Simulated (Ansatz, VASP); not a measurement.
**Two plane-wave programs on TiAl**

Contents of INCAR:

```
SYSTEM = TiAl
ALGO = Fast
EDIFF = 1E-6
ENCUT = 520
GGA = PS
ISIF = 2
ISMEAR = 0
LASPH = .TRUE.
LCHARG = .FALSE.
LREAL = .FALSE.
LWAVE = .FALSE.
NBANDS = 14
NELM = 100
PREC = Accurate
SIGMA = 0.15
```

Contents of KPOINTS:

```
k-points
0
G
  16 16 16
  0 0 0
```

Contents of POSCAR:

```
TiAl
1.0
    3.1790640000      0.0000000000      0.0000000000
    0.0000000000      3.1790640000      0.0000000000
    0.0000000000      0.0000000000      3.1790640000
Ti Al
1 1
Direct
    0.0000000000      0.0000000000      0.0000000000
    0.5000000000      0.3584489019      0.4292244510
```

Input for Ansatz:

```yaml
crystal:
  lattice:
    - [3.179064, 0.0, 0.0]
    - [0.0, 3.179064, 0.0]
    - [0.0, 0.0, 3.179064]
  atoms:
    - { symbol: Ti, position: [0.0, 0.0, 0.0] }
    - { symbol: Al, position: [0.5, 0.3584489019, 0.429224451] }
basis:
  ecutwfc: 420
kpoints:
  mp_grid: { grid: [16, 16, 16] }
hamiltonian:
  xc: pbesol
scf:
  occupations: { method: gaussian, width: 0.15 }
output:
  forces: true
  stress: true
  eigenvalues: true
```

Alike in both runs: task single point; functional PBEsol; k mesh 16 × 16 × 16; occupations gaussian, width 0.15 eV; no spin polarisation.

|  | VASP | Ansatz |
| --- | --- | --- |
| version | VASP 6.6.1 | Ansatz 0.2.0 |
| potentials or method | VASP PAW PBE potentials, release 64 (Ti_sv, Al), cutoff 520 eV | scalar-relativistic, plane waves, PAW |
| valence electrons in the cell | 15 | 15 |

|  | VASP | Ansatz | Ansatz less VASP |
| --- | --- | --- | --- |
| gap on the k mesh at the Fermi level (eV) | none | none | - |
| pressure (GPa) | 7.7 | 7.7 | +0.01 |
| traceless stress, the component that is largest in VASP (GPa) | 7.89 | 7.88 | -0.011 |
| rms of the force components (eV/Å) | 2.069 | 2.065 | -0.0040 |

VASP's potentials were made for PBE, not for PBEsol. Atom by atom the forces differ by 0.004 eV/Å (rms over components). A gap of «none» marks a metal or a gap that the smearing closes.
